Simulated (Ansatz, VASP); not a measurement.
**One calculation of KCl, two programs**

Contents of POSCAR:

```
KCl
1.0
    3.6340000000      0.0000000000      0.0000000000
    0.0000000000      3.6340000000      0.0000000000
    0.0000000000      0.0000000000      3.6340000000
K Cl
1 1
Direct
    0.0000000000      0.0000000000      0.0000000000
    0.5000000000      0.5000000000      0.5000000000
```

The input INCAR.step1:

```
SYSTEM = KCl
ALGO = Normal
EDIFF = 1E-4
ENCUT = 520
GGA = PE
ISMEAR = -1
LASPH = .TRUE.
LCHARG = .FALSE.
LREAL = .FALSE.
LWAVE = .TRUE.
NBANDS = 15
NELM = 80
PREC = Accurate
SIGMA = 0.01
```

File INCAR.step2:

```
SYSTEM = KCl
ALGO = Normal
EDIFF = 1E-8
ENCUT = 520
ISIF = 2
ISMEAR = -1
ISTART = 1
LASPH = .TRUE.
LCHARG = .FALSE.
LEFG = .TRUE.
LMIXTAU = .TRUE.
LREAL = .FALSE.
LWAVE = .FALSE.
METAGGA = R2SCAN
NBANDS = 15
NELM = 80
PREC = Accurate
SIGMA = 0.01
```

The input KPOINTS:

```
k-points
0
G
  7 7 7
  0 0 0
```

Input for Ansatz:

```yaml
crystal:
  lattice:
    - [3.634, 0.0, 0.0]
    - [0.0, 3.634, 0.0]
    - [0.0, 0.0, 3.634]
  atoms:
    - { symbol: K, position: [0.0, 0.0, 0.0] }
    - { symbol: Cl, position: [0.5, 0.5, 0.5] }
kpoints:
  mp_grid: { grid: [7, 7, 7] }
  band_path:
    path:
      - [0.0, 0.0, 0.0]
      - [0.0, 0.5, 0.0]
      - [0.5, 0.5, 0.0]
      - [0.0, 0.0, 0.0]
      - [0.5, 0.5, 0.5]
      - [0.0, 0.5, 0.0]
      - [0.5, 0.5, 0.5]
      - [0.5, 0.5, 0.0]
    npoints: 5
scf:
  occupations: { method: fermi_dirac, width: 0.01 }
hamiltonian:
  xc: r2scan
  pseudopotentials: { kind: paw }
output:
  forces: true
  stress: true
  eigenvalues: true
  efg: { contact_densities: true }
```

Alike in both runs: task electric field gradients; functional r2SCAN; k mesh 7 × 7 × 7; occupations fermi-dirac, width 0.01 eV; no spin polarisation.

|  | VASP | Ansatz |
| --- | --- | --- |
| version | VASP 6.6.1 | Ansatz 0.2.0 |
| potentials or method | VASP PAW PBE potentials, release 64 (K_sv, Cl) | PAW with Ansatz's default frozen-core files, scalar-relativistic |
| plane-wave cutoff (eV) | 520 | 500 |
| valence electrons in the cell | 16 | 16 |

|  | VASP | Ansatz | Ansatz less VASP |
| --- | --- | --- | --- |
| gap on the k mesh at the Fermi level (eV) | 6.43 | 6.43 | -0.007 |
| pressure (GPa) | 3.3 | 3.3 | +0.01 |

VASP's potentials were made for PBE, not for r2SCAN.
